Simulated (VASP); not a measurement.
# PbI2 (P-3m1) in VASP: G0W0 quasiparticle levels with PBE

Aim: the G0W0 quasiparticle levels of PbI2 with PBE.

Everything below comes from runs of VASP 6.6.1. Logs are shortened: lines on timing, memory, paths and dates and some standing lists are left out, and cuts for length are marked.

### Step 1. The cell of the first run

It takes space group P-3m1 (No. 164, trigonal). Conventional cell: a = 4.566 Å, b = 4.566 Å, c = 7.041 Å, α = 90.00°, β = 90.00°, γ = 120.00°. Within 4.3 Å of Pb (site symmetry -3m) lie 6 I at 3.24 Å. I (site symmetry 3m) has 3 Pb at 3.24 Å and 3 I at 4.21 Å within 4.3 Å.

### Step 2. G0W0 quasiparticle levels, PBE

Contents of POSCAR:

```
PbI2
1.0
    4.5657260587      0.0000000000      0.0000000000
   -2.2828630293      3.9540347535      0.0000000000
    0.0000000000      0.0000000000      7.0410820790
Pb I
1 2
Direct
    0.0000000000      0.0000000000      0.0000000000
    0.3333333333      0.6666666667      0.2667794131
    0.6666666667      0.3333333333      0.7332205869
```

Contents of INCAR.step1:

```
ALGO = Normal ; EDIFF = 1E-8
ENCUT = 500 ; GGA = PE
ISMEAR = 0 ; LASPH = T
LCHARG = F ; LREAL = F
LWAVE = T ; NELM = 60
PREC = Accurate ; SIGMA = 0.01
```

Contents of INCAR.step2:

```
ALGO = Exact ; EDIFF = 1E-8
ENCUT = 500 ; GGA = PE
ISMEAR = 0 ; ISTART = 1
LASPH = T ; LCHARG = F
LOPTICS = T ; LREAL = F
LWAVE = T ; NBANDS = 221
NELM = 1 ; PREC = Accurate
SIGMA = 0.01
```

Contents of INCAR.step3:

```
ALGO = EVGW0 ; EDIFF = 1E-8
ENCUT = 500 ; ENCUTGW = 80.0
GGA = PE ; ISMEAR = 0
ISTART = 1 ; LASPH = T
LCHARG = F ; LREAL = F
LWAVE = F ; NBANDS = 221
NBANDSGW = 23 ; NELMGW = 1
NOMEGA = 96 ; OMEGAMAX = 20
PREC = Accurate ; PRECFOCK = Fast
SIGMA = 0.01
```

Contents of KPOINTS:

```
k-points
0
Gamma
  6 6 2
```

Potentials or basis: VASP PAW PBE potentials, release 64 (Pb_d_GW, I_GW).

Command:

```bash
> cat potpaw_PBE.64/Pb_d_GW/POTCAR potpaw_PBE.64/I_GW/POTCAR > POTCAR
> cp INCAR.step1 INCAR
> mpirun -np 1 vasp_std > vasp.out
> cp INCAR.step2 INCAR
> mpirun -np 1 vasp_std > vasp.out
> cp INCAR.step3 INCAR
> mpirun -np 1 vasp_std > vasp.out
```

OUTCAR:

```text
EDIFF = 1E-8
   ENCUT = 500
   ENCUTGW = 80.0
   GGA = PE
   ISMEAR = 0
   ISTART = 1
   LASPH = T
   LREAL = F
   NELMGW = 1
   PREC = Accurate
   PRECFOCK = Fast

 ion  position               nearest neighbor table
   1  0.000  0.000  0.000-   2 3.24   3 3.24   2 3.24   3 3.24   3 3.24   2 3.24
   2  0.333  0.667  0.267-   1 3.24   1 3.24   1 3.24
   3  0.667  0.333  0.733-   1 3.24   1 3.24   1 3.24

  LATTYP: Found a hexagonal cell.
 ALAT       =     4.5657260587
 C/A-ratio  =     1.5421604337

  Lattice vectors:

 A1 = (   4.5657260587,   0.0000000000,   0.0000000000)
 A2 = (  -2.2828630293,   3.9540347535,   0.0000000000)
 A3 = (   0.0000000000,   0.0000000000,   7.0410820790)

Analysis of symmetry for initial positions (statically):
=====================================================================
 Subroutine PRICEL returns:
 Original cell was already a primitive cell.

 Routine SETGRP: Setting up the symmetry group for a
 hexagonal supercell.

 Subroutine GETGRP returns: Found 12 space group operations
 (whereof 12 operations were pure point group operations)
 out of a pool of 24 trial point group operations.

The static configuration has the point symmetry D_3d.

Analysis of symmetry for dynamics (positions and initial velocities):
=====================================================================
 Subroutine PRICEL returns:
 Original cell was already a primitive cell.

 Routine SETGRP: Setting up the symmetry group for a
 hexagonal supercell.

 Subroutine GETGRP returns: Found 12 space group operations
 (whereof 12 operations were pure point group operations)
 out of a pool of 24 trial point group operations.

The dynamic configuration has the point symmetry D_3d.

 Subroutine INISYM returns: Found 12 space group operations
 (whereof 12 operations are pure point group operations),
 and found     1 'primitive' translations

----------------------------------------------------------------------------------------

                                     Primitive cell

  volume of cell :     127.1129

  direct lattice vectors                    reciprocal lattice vectors
     4.565726059  0.000000000  0.000000000     0.219023215  0.126453112  0.000000000
[... 46 lines left out ...]
  0.166667 -0.000000  0.000000      6.000000
  0.333333 -0.000000  0.000000      6.000000
  0.500000 -0.000000  0.000000      3.000000
  0.166667  0.166667  0.000000      6.000000
  0.333333  0.166667  0.000000     12.000000
  0.333333  0.333333  0.000000      2.000000
  0.000000  0.000000  0.500000      1.000000
  0.166667 -0.000000  0.500000      6.000000
  0.333333 -0.000000  0.500000      6.000000
  0.500000 -0.000000  0.500000      3.000000
  0.166667  0.166667  0.500000      6.000000
  0.333333  0.166667  0.500000     12.000000
  0.333333  0.333333  0.500000      2.000000
   k-points           NKPTS =     14   k-points in BZ     NKDIM =     72   number of bands    NBANDS=    221
   number of dos      NEDOS =    301   number of ions     NIONS =      3
   total plane-waves  NPLWV =  69984
   dimension x,y,z NGX =    36 NGY =   36 NGZ =   54
   dimension x,y,z NGXF=    72 NGYF=   72 NGZF=  108
   ions per type =               1   2
   NGX,Y,Z   is equivalent  to a cutoff of  13.11, 13.11, 12.75 a.u.
   NGXF,Y,Z  is equivalent  to a cutoff of  26.22, 26.22, 25.50 a.u.
 SYSTEM =  unknown system
   PREC   = accura    normal or accurate (medium, high low for compatibility)
   ISTART =      1    job   : 0-new  1-cont  2-samecut
   ICHARG =      0    charge: 1-file 2-atom 10-const
   ISPIN  =      1    spin polarized calculation?
   LNONCOLLINEAR =      F non collinear calculations
   LSORBIT =      F    spin-orbit coupling
   LASPH  =      T    aspherical Exc in radial PAW
   ENCUT  =  500.0 eV  36.75 Ry    6.06 a.u.   8.32  8.32 12.84*2*pi/ulx,y,z
   NELM   =     60;   NELMIN=  2; NELMDL=  0     # of ELM steps
   EDIFF  = 0.1E-07   stopping-criterion for ELM
   LREAL  =      F    real-space projection
   EDIFFG = 0.1E-06   stopping-criterion for IOM
   NSW    =      0    number of steps for IOM
   IBRION =     -1    ionic relax: 0-MD 1-quasi-New 2-CG
   NFREE  =      0    steps in history (QN), initial steepest desc. (CG)
   ISIF   =      0    stress and relaxation
   ISYM   =      3    0-nonsym 1-usesym 2-fastsym
   POTIM  = 0.5000    time-step for ionic-motion
   TEBEG  =    0.0;   TEEND  =   0.0 temperature during run
   PSTRESS=    0.0 pullay stress
   NELECT =      30.0000    total number of electrons
   NUPDOWN=      -1.0000    fix difference up-down
   EMIN   =  10.00;   EMAX   =-10.00  energy-range for DOS
   EFERMI =   0.00;   METHOD = LEGACY
   ISMEAR =     0;   SIGMA  =   0.01  broadening in eV -4-tet -1-fermi 0-gaus
   EFERMI_NEDOS =   21; number of points for ismear=-14 and -15
   IALGO  =     38    algorithm
   IMIX   =      4    mixing-type and parameters
     AMIX     =   0.40;   BMIX     =  1.00
     AMIX_MAG =   1.60;   BMIX_MAG =  1.00
  volume/ion in A,a.u.               =      42.37       285.93
  Fermi-wavevector in a.u.,A,eV,Ry     =   1.011701  1.911837 13.926081  1.023538
  Thomas-Fermi vector in A             =   2.144766
   LORBIT       =      0    0 simple, 1 ext, 2 COOP (PROOUT), +10 PAW based schemes
   GGA     = PE    functional components
   LHFCALC =     T    Hartree Fock is set to
   PRECFOCK=fast      Normal, Fast or Accurate (Low or Medium for compatibility)
   ENCUT4O =  -1.0   cutoff for four orbital integrals eV
   NKREDX  =     1    reduce k-point grid by
   NKREDY  =     1    reduce k-point grid by
   NKREDZ  =     1    reduce k-point grid by
   AEXX    =    1.0000 exact exchange contribution
   HFSCREEN=    0.0000 screening length (either q_TF or 0.3 A-1)
   HFSCREENC=   0.0000 screening length for correlation (either q_TF or 0.3 A-1)
   ENCUTFOCK=  -1.0 apply spherical cutoff to Coloumb kernel
   IVDW    =     0    specifies the selected vdW correction
   LEPSILON=     F    determine dielectric tensor
   LRPA    =     F    only Hartree local field effects (RPA)
   LRPAFORCE           =     F    calculate RPA forces
   ENCUTGW             =  80.0    cutoff for response function in eV
   ENCUTGWSOFT         =  64.0    soft cutoff for Coulomb kernel in GW response function in eV
   ENCUTLF             =  -1.0    cutoff for local field effects
   NELMGW              =     1    number of iterations in solving QP/BSE equation
   NELMHF              =     1    number of iterations in the inner HF iteration
   NKREDLFX            =     1    NKREDLFY  =   1   NKREDLFZ  =   1
 non-spin polarized calculation
 Gauss-broadening in eV      SIGMA  =   0.01
  energy-cutoff  :      500.00
  volume of cell :      127.11
 maximum number of plane-waves:      3242
 NGX is ok and might be reduce to    36
  NGX = 18; NGY = 18; NGZ = 28
   NGX = 17   NGY = 17   NGZ = 25
 maximum number of plane-waves:       221
 NGX is ok and might be reduce to    14

 QP shifts <psi_nk| G(iteration)W_0 |psi_nk>: iteration 1
 for sc-GW calculations column KS-energies equals QP-energies in previous step
 and V_xc(KS)=  KS-energies - (<T + V_ion + V_H > + <T+V_H+V_ion>^1  + <V_x>^1)

 k-point   1 :       0.0000    0.0000    0.0000
  band No.  KS-energies  QP-energies   sigma(KS)   V_xc(KS)     V^pw_x(r,r')   Z            occupation Imag(sigma)

      1    -137.0780    -161.3096     -28.7897       5.4463     -36.1639       0.7078       2.0000       0.1188
      2     -14.3857     -21.7772     -20.2854      -9.8728     -25.3013       0.7099       2.0000       0.2031
      3     -14.3857     -21.7772     -20.2854      -9.8728     -25.3013       0.7099       2.0000       0.2031
      4     -14.3721     -21.7116     -20.2982      -9.8443     -25.2424       0.7021       2.0000       0.1702
      5     -14.3654     -21.7584     -20.3076      -9.8527     -25.2631       0.7071       2.0000       0.1695
      6     -14.3654     -21.7584     -20.3076      -9.8527     -25.2631       0.7071       2.0000       0.1695
[... 366 lines left out ...]
     22       9.8878       9.9598      -7.5011      -7.5949      -3.2573       0.7678       0.0000      -0.1349
     23      10.6164      10.6951      -7.7891      -7.8929      -3.3825       0.7590       0.0000      -0.2195
```

OUTCAR.step1:

```text
EDIFF = 1E-8
   ENCUT = 500
   GGA = PE
   ISMEAR = 0
[... 522 lines left out ...]
      0.00000      0.00000      0.00000         0.000000      0.000000      0.000000
     -0.00000      2.63602      1.87842        -0.000000     -0.000000      0.043747
      2.28286      1.31801      5.16267        -0.000000      0.000000     -0.043747
 -----------------------------------------------------------------------------------
    total drift:                                0.000000      0.000000     -0.000000

  FREE ENERGIE OF THE ION-ELECTRON SYSTEM (eV)
  ---------------------------------------------------
  free  energy   TOTEN  =        -8.5677523915 eV

  energy  without entropy=       -8.5677523915  energy(sigma->0) =       -8.56775239
```

OUTCAR.step2:

```text
EDIFF = 1E-8
   ENCUT = 500
   GGA = PE
   ISMEAR = 0
[... 968 lines left out ...]
  --------------------------------------------------------------------------------------------------------------
     0.00000     7.29407     7.29407     6.98502     0.00000     0.00000    -0.00000
     2.56810    11.96290    11.96290    10.42192     0.00000     0.00000    -0.00000
     5.13620    -5.16890    -5.16890    -5.91205    -0.00000    -0.00000     0.00000
     7.70430     0.40358     0.40358     1.41091    -0.00000     0.00000     0.00000
    10.27240    -0.15607    -0.15607    -1.08551    -0.00000     0.00000    -0.00000
    12.84050    -0.56312    -0.56312    -0.41883    -0.00000    -0.00000     0.00000
[... 92 lines left out ...]
   251.67371     0.99393     0.99393     0.99393    -0.00000    -0.00000     0.00000
   254.24181     0.99406     0.99406     0.99406    -0.00000    -0.00000     0.00000
```

Run time: 58 min. Hardware: 1 thread of Intel Xeon Platinum 8488C (Sapphire Rapids), shared host; peak memory 3.2 GiB.

Results:

| Quantity | Value |
| --- | --- |
| Quasiparticle gap | 2.97 eV |
| Least direct quasiparticle gap | 2.97 eV |
| Band gap of the starting levels on the mesh | 2.22 eV |
| Least direct gap of the starting levels on the mesh | 2.22 eV |

Caveat: the k points lie up to 0.45 Å⁻¹ apart; bands, screening cutoff and mesh are small and nothing is extrapolated, so the quasiparticle values aren't converged; spin-orbit coupling is left out, which moves the levels of the heavy elements.
